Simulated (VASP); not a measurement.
## Ti: single point with LDA

The system is Ti.

```
CELL_PARAMETERS angstrom
4.56233 0.00000 0.00000
-2.28117 3.95110 0.00000
0.00000 0.00000 2.83970
ATOMIC_POSITIONS crystal
Ti 0.99148 0.98296 0.00000
Ti 0.33759 0.67519 0.50000
Ti 0.67093 0.34186 0.50000
```

This cell differs from its parent crystal: atoms displaced along a vibrational mode, the cell strained.

```
Program                : VASP 6.6.1
Task                   : single point
Functional             : LDA
Potentials or basis    : VASP PAW LDA potentials, release 64 (Ti_sv)
Cutoff                 : 520 eV
k mesh                 : 12 × 12 × 14
Occupations            : gaussian, width 0.15 eV
Spin                   : no spin polarisation
Dipole correction      : no
Further INCAR settings : ALGO = Fast; EDIFF = 1e-06; NBANDS = 25
```

```yaml
Pressure: -8.1 GPa
Largest_force: 0.234 eV/Å
Band_gap_on_the_k_mesh: zero (bands 18 and 19 overlap by 0.34 eV)
```

Forces on the atoms (eV/Å):
```
Ti   0.000  0.234  0.000
Ti   0.000 -0.085  0.000
Ti   0.000 -0.148  0.000
```

Stress tensor (GPa, compression positive):
```
-8.03  0.00  0.00
 0.00 -7.69  0.00
 0.00  0.00 -8.72
```

Levels at points of the mesh, in eV from the Fermi level:
```tsv
k point	band 15	band 16	band 17	band 18	band 19	band 20	band 21	band 22
(0.00, 0.00, 0.00)	-0.70	-0.70	-0.54	-0.54	0.00	0.71	1.27	1.30
(0.50, 0.00, 0.00)	-2.61	-0.53	-0.38	-0.31	0.09	0.56	0.96	1.25
(0.00, 0.50, 0.00)	-2.61	-0.50	-0.49	-0.27	0.16	0.56	0.95	1.26
(0.00, 0.00, 0.50)	-2.08	-1.67	-1.61	-1.60	1.07	1.07	1.22	1.22
(0.50, 0.00, 0.50)	-1.68	-1.18	-0.64	-0.62	0.34	0.81	0.95	1.05
(0.00, 0.50, 0.50)	-1.68	-1.15	-0.64	-0.64	0.37	0.79	0.95	1.01
```

Run time: 9.7 min on 1 thread of Intel(R) Xeon(R) 6975P-C (Granite Rapids) (shared host), peak memory 0.41 GiB.

Caveat: the cell differs from its parent crystal (atoms displaced along a vibrational mode, the cell strained); the cell stands under tension.
